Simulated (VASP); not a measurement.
# Cs (C2/c) in VASP: single point with BLYP

Aim: the single point of Cs with BLYP.

Program: VASP 6.6.1. These are calculated values, not measurements. Logs are shortened: lines on timing, memory, paths and dates and some standing lists are left out, and cuts for length are marked.

## (1) The cell of the first run

The structure is monoclinic, space group C2/c (No. 15). Conventional cell: a = 5.352 Å, b = 14.238 Å, c = 7.644 Å, α = 90.00°, β = 109.62°, γ = 90.00°.

## (2) Single point, BLYP

Input file INCAR:

```
SYSTEM = Cs
PREC = Accurate
ENCUT = 520
EDIFF = 1E-6
ISMEAR = -1
SIGMA = 0.1
LREAL = .FALSE.
LASPH = .TRUE.
NELM = 80
ALGO = Normal
ISIF = 2
LWAVE = .FALSE.
LCHARG = .FALSE.
GGA = B5
ALDAX = 1.0
AGGAX = 1.0
AGGAC = 1.0
ALDAC = 0.0
ISYM = 0
NBANDS = 16
```

Input file KPOINTS:

```
regular mesh
0
G
  7 7 5
  0 0 0
```

Input file POSCAR:

```
Cs
1.0
   -5.0485964285      5.0192835330      2.6757318349
    5.0192835330     -5.0485964285      2.6757318349
    5.1062501246      5.1062501246     -2.7294184567
Cs
2
Direct
    0.9994361699      0.0005638301      0.0000000000
    0.7505638301      0.2494361699      0.5000000000
```

Potentials or basis: VASP PAW PBE potentials, release 64 (Cs_sv).

The run is started by

```bash
$ cat potpaw_PBE.64/Cs_sv/POTCAR > POTCAR
$ mpirun -np 1 vasp_std > vasp.out
```

OUTCAR:

```text
SYSTEM = Cs
   PREC = Accurate
   ENCUT = 520
   EDIFF = 1E-6
   ISMEAR = -1
   LREAL = .FALSE.
   LASPH = .TRUE.
   NELM = 80
   ISIF = 2
   GGA = B5
   ISYM = 0

 ion  position               nearest neighbor table
   1  0.999  0.001  0.000-
   2  0.751  0.249  0.500-

IMPORTANT INFORMATION: All symmetrisations will be switched off!
NOSYMM: (Re-)initialisation of all symmetry stuff for point group C_1.

----------------------------------------------------------------------------------------

                                     Primitive cell

  volume of cell :     274.3085

  direct lattice vectors                    reciprocal lattice vectors
    -5.048596428  5.019283533  2.675731835     0.000425711  0.099751488  0.187413490
     5.019283533 -5.048596428  2.675731835     0.099751488  0.000425711  0.187413490
     5.106250125  5.106250125 -2.729418457     0.098206752  0.098206752  0.001075864

  length of vectors
     7.605331941  7.605331941  7.719929131     0.212307223  0.212307223  0.138889488

  position of ions in fractional coordinates (direct lattice)
     0.999436170  0.000563830  1.000000000
     0.750563830  0.249436170  0.500000000

  ion indices of the primitive-cell ions
   primitive index   ion index
                 1           1
                 2           2

----------------------------------------------------------------------------------------

 KPOINTS: regular mesh

Automatic generation of k-mesh.
 Grid dimensions read from file:
 generate k-points for:    7    7    5

 Generating k-lattice:

  Cartesian coordinates                     Fractional coordinates (reciprocal lattice)
     0.000060816  0.014250213  0.026773356     0.142857143  0.000000000  0.000000000
     0.014250213  0.000060816  0.026773356     0.000000000  0.142857143  0.000000000
     0.019641350  0.019641350  0.000215173     0.000000000  0.000000000  0.200000000

  Length of vectors
     0.030329603  0.030329603  0.027777898

  Shift w.r.t. Gamma in fractional coordinates (k-lattice)
     0.000000000  0.000000000  0.000000000

 Subroutine IBZKPT returns following result:
 ===========================================

 Found    123 irreducible k-points:

 Following reciprocal coordinates:
            Coordinates               Weight
  0.000000  0.000000  0.000000      1.000000
  0.142857  0.000000 -0.000000      2.000000
  0.000000 -0.142857  0.000000      2.000000
  0.285714 -0.000000 -0.000000      2.000000
  0.000000 -0.285714  0.000000      2.000000
  0.428571 -0.000000 -0.000000      2.000000
[... 16 lines left out ...]
 -0.285714  0.285714  0.000000      2.000000
  0.428571  0.428571 -0.000000      2.000000
 [... further k-points ...]
   k-points           NKPTS =    123   k-points in BZ     NKDIM =    123   number of bands    NBANDS=     16
   number of dos      NEDOS =    301   number of ions     NIONS =      2
   total plane-waves  NPLWV = 216000
   dimension x,y,z NGX =    60 NGY =   60 NGZ =   60
   dimension x,y,z NGXF=   120 NGYF=  120 NGZF=  120
   ions per type =               2
   NGX,Y,Z   is equivalent  to a cutoff of  13.12, 13.12, 12.92 a.u.
   NGXF,Y,Z  is equivalent  to a cutoff of  26.23, 26.23, 25.84 a.u.
 SYSTEM =  Cs
   PREC   = accura    normal or accurate (medium, high low for compatibility)
   ISTART =      0    job   : 0-new  1-cont  2-samecut
   ICHARG =      2    charge: 1-file 2-atom 10-const
   ISPIN  =      1    spin polarized calculation?
   LNONCOLLINEAR =      F non collinear calculations
   LSORBIT =      F    spin-orbit coupling
   LASPH  =      T    aspherical Exc in radial PAW
   ENCUT  =  520.0 eV  38.22 Ry    6.18 a.u.  14.14 14.14 14.35*2*pi/ulx,y,z
   NELM   =     80;   NELMIN=  2; NELMDL= -5     # of ELM steps
   EDIFF  = 0.1E-05   stopping-criterion for ELM
   LREAL  =      F    real-space projection
   EDIFFG = 0.1E-04   stopping-criterion for IOM
   NSW    =      0    number of steps for IOM
   IBRION =     -1    ionic relax: 0-MD 1-quasi-New 2-CG
   NFREE  =      0    steps in history (QN), initial steepest desc. (CG)
   ISIF   =      2    stress and relaxation
   ISYM   =      0    0-nonsym 1-usesym 2-fastsym
   POTIM  = 0.5000    time-step for ionic-motion
   TEBEG  =    0.0;   TEEND  =   0.0 temperature during run
   PSTRESS=    0.0 pullay stress
   NELECT =      18.0000    total number of electrons
   NUPDOWN=      -1.0000    fix difference up-down
   EMIN   =  10.00;   EMAX   =-10.00  energy-range for DOS
   EFERMI =   0.00;   METHOD = LEGACY
   ISMEAR =    -1;   SIGMA  =   0.10  broadening in eV -4-tet -1-fermi 0-gaus
   EFERMI_NEDOS =   21; number of points for ismear=-14 and -15
   IALGO  =     38    algorithm
   IMIX   =      4    mixing-type and parameters
     AMIX     =   0.40;   BMIX     =  1.00
     AMIX_MAG =   1.60;   BMIX_MAG =  1.00
  volume/ion in A,a.u.               =     137.15       925.56
  Fermi-wavevector in a.u.,A,eV,Ry     =   0.660317  1.247818  5.932395  0.436019
  Thomas-Fermi vector in A             =   1.732727
   LORBIT       =      0    0 simple, 1 ext, 2 COOP (PROOUT), +10 PAW based schemes
   GGA     = B5    functional components
   LHFCALC =     F    Hartree Fock is set to
   AEXX    =    0.0000 exact exchange contribution
   IVDW    =     0    specifies the selected vdW correction
   LEPSILON=     F    determine dielectric tensor
   LRPA    =     F    only Hartree local field effects (RPA)
 non-spin polarized calculation
  energy-cutoff  :      520.00
  volume of cell :      274.31
 maximum number of plane-waves:      7414
 NGX is ok and might be reduce to    60
   NGX = 29   NGY = 29   NGZ = 29

 number of electron      18.0000001 magnetization

 Free energy of the ion-electron system (eV)
  ---------------------------------------------------
  ext. energy  EPLUGINS =         0.00000000
  ---------------------------------------------------
  free energy    TOTEN  =        -1.00489014 eV

  energy without entropy =       -0.92954710  energy(sigma->0) =       -0.96721862

 E-fermi :   0.4839     XC(G=0):  -4.5366

 val. band max:        0.4362033029   @ k =  -0.1429   0.4286   0.4000
 cond. band min:       0.4869327311   @ k =   0.4286   0.1429   0.2000
 fundamental gap:      0.0507294282
 Fermi energy:         0.4838553139

 k-point     1 :       0.0000    0.0000    0.0000
  band No.  band energies     occupation
      1     -23.6014      2.00000
      2     -23.5938      2.00000
      3     -10.4928      2.00000
      4     -10.4911      2.00000
      5     -10.3997      2.00000
      6     -10.3988      2.00000
[... 8 lines left out ...]
     15       2.5213      0.00000
     16       3.3992      0.00000

 k-point     2 :       0.1429    0.0000   -0.0000
  band No.  band energies     occupation
      1     -23.6006      2.00000
      2     -23.5937      2.00000
      3     -10.4906      2.00000
      4     -10.4851      2.00000
      5     -10.4112      2.00000
      6     -10.4071      2.00000
[... 8 lines left out ...]
     15       2.3998      0.00000
     16       2.8738      0.00000

 k-point     3 :       0.0000   -0.1429    0.0000
  band No.  band energies     occupation
      1     -23.6006      2.00000
      2     -23.5937      2.00000
      3     -10.4906      2.00000
      4     -10.4851      2.00000
      5     -10.4112      2.00000
      6     -10.4071      2.00000
[... 8 lines left out ...]
     15       2.3998      0.00000
     16       2.8744      0.00000

 k-point     4 :       0.2857   -0.0000   -0.0000
  band No.  band energies     occupation
      1     -23.5987      2.00000
      2     -23.5933      2.00000
      3     -10.4871      2.00000
      4     -10.4726      2.00000
      5     -10.4477      2.00000
      6     -10.4392      2.00000
[... 8 lines left out ...]
     15       2.3951      0.00000
     16       2.6539      0.00000

 k-point     5 :       0.0000   -0.2857    0.0000
  band No.  band energies     occupation
      1     -23.5987      2.00000
      2     -23.5933      2.00000
      3     -10.4871      2.00000
      4     -10.4726      2.00000
      5     -10.4477      2.00000
      6     -10.4392      2.00000
[... 8 lines left out ...]
     15       2.3951      0.00000
     16       2.6539      0.00000

 k-point     6 :       0.4286   -0.0000   -0.0000
  band No.  band energies     occupation
      1     -23.5970      2.00000
      2     -23.5932      2.00000
      3     -10.4845      2.00000
      4     -10.4833      2.00000
      5     -10.4753      2.00000
      6     -10.4407      2.00000
[... 8 lines left out ...]
     15       2.4893      0.00000
     16       2.6305      0.00000

 k-point     7 :       0.0000   -0.4286    0.0000
  band No.  band energies     occupation
      1     -23.5970      2.00000
      2     -23.5932      2.00000
      3     -10.4845      2.00000
      4     -10.4833      2.00000
      5     -10.4753      2.00000
      6     -10.4407      2.00000
[... 8 lines left out ...]
     15       2.4893      0.00000
     16       2.6305      0.00000

 k-point     8 :       0.1429    0.1429   -0.0000
  band No.  band energies     occupation
      1     -23.5990      2.00000
      2     -23.5930      2.00000
      3     -10.4824      2.00000
      4     -10.4820      2.00000
      5     -10.4444      2.00000
      6     -10.4428      2.00000
[... 8 lines left out ...]
     15       2.4862      0.00000
     16       2.5827      0.00000

 k-point     9 :       0.2857    0.1429    0.0000
  band No.  band energies     occupation
      1     -23.5972      2.00000
      2     -23.5930      2.00000
      3     -10.4877      2.00000
      4     -10.4798      2.00000
      5     -10.4703      2.00000
      6     -10.4562      2.00000
[... 8 lines left out ...]
     15       2.4362      0.00000
     16       2.5793      0.00000
[... 172 lines left out ...]
 k-point    19 :       0.4286    0.2857    0.0000
  band No.  band energies     occupation
      1     -23.5969      2.00000
      2     -23.5951      2.00000
      3     -10.4787      2.00000
      4     -10.4643      2.00000
      5     -10.4526      2.00000
      6     -10.4339      2.00000
[... 8 lines left out ...]
     15       2.5637      0.00000
     16       2.7923      0.00000

 k-point    20 :      -0.2857   -0.4286    0.0000
  band No.  band energies     occupation
      1     -23.5969      2.00000
      2     -23.5951      2.00000
      3     -10.4787      2.00000
      4     -10.4643      2.00000
      5     -10.4526      2.00000
      6     -10.4339      2.00000
[... 8 lines left out ...]
     15       2.5637      0.00000
     16       2.7923      0.00000

 k-point    21 :      -0.4286    0.2857    0.0000
  band No.  band energies     occupation
      1     -23.5987      2.00000
      2     -23.5956      2.00000
      3     -10.4776      2.00000
      4     -10.4565      2.00000
      5     -10.4422      2.00000
      6     -10.4200      2.00000
[... 8 lines left out ...]
     15       2.4751      0.00000
     16       3.0375      0.00000

 k-point    22 :      -0.2857    0.4286    0.0000
  band No.  band energies     occupation
      1     -23.5987      2.00000
      2     -23.5956      2.00000
      3     -10.4776      2.00000
      4     -10.4565      2.00000
      5     -10.4422      2.00000
      6     -10.4200      2.00000
[... 8 lines left out ...]
     15       2.4751      0.00000
     16       3.0375      0.00000

 k-point    23 :      -0.2857    0.2857    0.0000
  band No.  band energies     occupation
      1     -23.6000      2.00000
      2     -23.5953      2.00000
      3     -10.4772      2.00000
      4     -10.4757      2.00000
      5     -10.4222      2.00000
      6     -10.4188      2.00000
[... 8 lines left out ...]
     15       2.4965      0.00000
     16       3.3119      0.00000

 k-point    24 :       0.4286    0.4286   -0.0000
  band No.  band energies     occupation
      1     -23.5973      2.00000
      2     -23.5970      2.00000
      3     -10.4629      2.00000
      4     -10.4599      2.00000
      5     -10.4408      2.00000
      6     -10.4340      2.00000
[... 8 lines left out ...]
     15       2.5640      0.00000
     16       2.6863      0.00000

 [... further k-points ...]

------------------------ aborting loop because EDIFF is reached ----------------------------------------

  FORCE on cell =-STRESS in cart. coord.  units (eV):
  Direction    XX          YY          ZZ          XY          YZ          ZX
  --------------------------------------------------------------------------------------
  -------------------------------------------------------------------------------------
  Total       -0.0122127     -0.0122110     -0.0190874      0.0133038     -0.0125464     -0.0125457
  in kB       -0.0713319     -0.0713216     -0.1114852      0.0777048     -0.0732806     -0.0732767
  external PRESSURE =      -0.0847129 kB  Pullay stress =       0.0000000 kB

 VOLUME and BASIS-vectors are now :
 -----------------------------------------------------------------------------
  energy-cutoff  :      520.00
  volume of cell :      274.31
      direct lattice vectors                 reciprocal lattice vectors
    -5.048596428  5.019283533  2.675731835     0.000425711  0.099751488  0.187413490
     5.019283533 -5.048596428  2.675731835     0.099751488  0.000425711  0.187413490
     5.106250125  5.106250125 -2.729418457     0.098206752  0.098206752  0.001075864

 POSITION                                       TOTAL-FORCE (eV/Angst)
 -----------------------------------------------------------------------------------
     -5.04292      5.01361      2.67573         0.000973     -0.000973     -0.000002
      0.01582      5.06112      1.31102        -0.000973      0.000973      0.000002
 -----------------------------------------------------------------------------------
    total drift:                                0.000002      0.000002     -0.000003

  FREE ENERGIE OF THE ION-ELECTRON SYSTEM (eV)
  ---------------------------------------------------
  free  energy   TOTEN  =        -1.0048901374 eV

  energy  without entropy=       -0.9295470956  energy(sigma->0) =       -0.96721862
```

Run time: 7.7 min. Hardware: 1 thread of Intel Xeon Platinum 8259CL at 2.50GHz (Skylake/Cascade Lake), shared host; peak memory 0.78 GiB.

What came out:

| Item | Value |
| --- | --- |
| Free energy | -1.0049 eV |
| Pressure | 0.0 GPa |
| Band gap on the k mesh | zero (bands 9 and 10 overlap by 0.75 eV) |

Levels at points of the mesh, in eV from the Fermi level:
```
           k point  band 6  band 7  band 8  band 9  band 10  band 11  band 12  band 13
(0.00, 0.00, 0.00)  -10.88  -10.88  -10.87   -1.48     0.62     0.91     1.40     1.74
```

Caveat: the PAW data sets were made with another functional, which shifts forces and pressure a little; spin-orbit coupling is left out, which moves the levels of the heavy elements.
